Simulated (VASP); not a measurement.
BeCdS4, 6 atoms in the cell. The structure is monoclinic, space group C2 (No. 5). The conventional cell has a = 7.395 Å, b = 7.260 Å, c = 5.160 Å, α = 90.00°, β = 115.54°, γ = 90.00°. Within 2.8 Å of Be (site symmetry 2) lie 4 S at 2.11 to 2.16 Å. Within 3.7 Å of Cd (site symmetry 2) lie 8 S at 2.63 to 3.56 Å and 4 Be at 3.64 Å. S (site symmetry 1) has 2 S at 2.15 to 2.81 Å and 1 Be at 2.16 Å and 2 Cd at 2.63 to 2.95 Å within 3.0 Å. Within 2.9 Å of S (site symmetry 1) lie 1 Be at 2.11 Å and 2 S at 2.15 to 2.81 Å and 1 Cd at 2.65 Å. The cell was generated, and may not be a known phase.

* Program: VASP 6.6.1
* Task: single point
* Functional: PBE
* Potentials or basis: VASP PAW PBE potentials, release 64 (Be, Cd_sv_GW, S)
* Cutoff: 630 eV
* k mesh: 3 × 3 × 3
* Occupations: gaussian, width 0.2 eV
* Spin: no spin polarisation
* Dipole correction: no
* Further INCAR settings: ALGO = Normal; EDIFF = 1e-06; NBANDS = 32

Potentials or basis: VASP PAW PBE potentials, release 64 (Be, Cd_sv_GW, S).

The run is started by

```sh
$ cat potpaw_PBE.64/Be/POTCAR potpaw_PBE.64/Cd_sv_GW/POTCAR potpaw_PBE.64/S/POTCAR > POTCAR
$ mpirun -np 1 vasp_std > vasp.out
```

Hardware: 1 thread of Intel(R) Xeon(R) 6975P-C (Granite Rapids), on a shared host.

**Question.** How long does it take, and how much memory?

**Answer.** Run time: 35 s on 1 thread of Intel(R) Xeon(R) 6975P-C (Granite Rapids) (shared host), peak memory 0.29 GiB. Counts: scf iterations 14, k points 10.
